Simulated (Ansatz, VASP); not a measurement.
Two plane-wave programs on LiCl

```
Li Cl
1.0
     0.00000    2.72996    2.72996
     2.72996    0.00000    2.72996
     2.72996    2.72996    0.00000
Li Cl
1 1
Direct
  0.75000 0.75000 0.75000
  0.50000 0.50000 0.50000
```

Alike in both runs: task single point; functional PBE; k mesh 8 × 8 × 8; occupations gaussian, width 0.02 eV; no spin polarisation.

|  | VASP | Ansatz |
| --- | --- | --- |
| version | VASP 6.6.1 | Ansatz 0.2.0 |
| potentials or method | VASP PAW PBE potentials, release 64 (Li_sv, Cl), cutoff 520 eV | scalar-relativistic, plane waves, PAW |
| valence electrons in the cell | 10 | 10 |

```tsv
	VASP	Ansatz	Ansatz less VASP
gap on the k mesh at the Fermi level (eV)	6.07	6.06	-0.006
least direct gap on the mesh (eV)	6.07	6.06	-0.006
```

Noted on VASP's run: the cutoff is short for stress, so the pressure is rough.
